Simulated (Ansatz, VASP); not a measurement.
# In2GaAs3: VASP beside Ansatz

```
In Ga As
1.0
    -2.09832    2.09832    8.95326
     2.09832   -2.09832    8.95326
     2.09832    2.09832   -8.95326
In Ga As
2 1 3
Direct
  0.33719 0.33719 0.00000
  0.66281 0.66281 0.00000
  0.00000 0.00000 0.00000
  0.25000 0.75000 0.50000
  0.57498 0.07498 0.50000
  0.92502 0.42502 0.50000
```

Alike in both runs: functional PBEsol; k mesh 8 × 8 × 8; occupations gaussian, width 0.1 eV; no spin polarisation.

Ansatz relaxed the structure, and its values are those at the end. VASP's run is a single point on that final structure, the one shown.

|  | VASP | Ansatz |
| --- | --- | --- |
| version | VASP 6.6.1 | Ansatz 0.2.0 |
| potentials or method | VASP PAW PBE potentials, release 64 (In_d, Ga_d, As), cutoff 520 eV | scalar-relativistic, plane waves, PAW |
| valence electrons in the cell | 54 | 84 |

Ansatz gave:

* gap on the k mesh at the Fermi level (eV): none
* pressure (GPa): 0.0

What did VASP give for the same quantities?

gap on the k mesh at the Fermi level (eV): none; pressure (GPa): 0.1.

VASP's potentials were made for PBE, not for PBEsol. A gap of «none» marks a metal or a gap that the smearing closes. The functional is the same, so the differences come from potentials, cutoffs and numerics. VASP's potentials hold 54 valence electrons a cell and Ansatz's 84, so a difference there can come from the potentials and not from the codes.
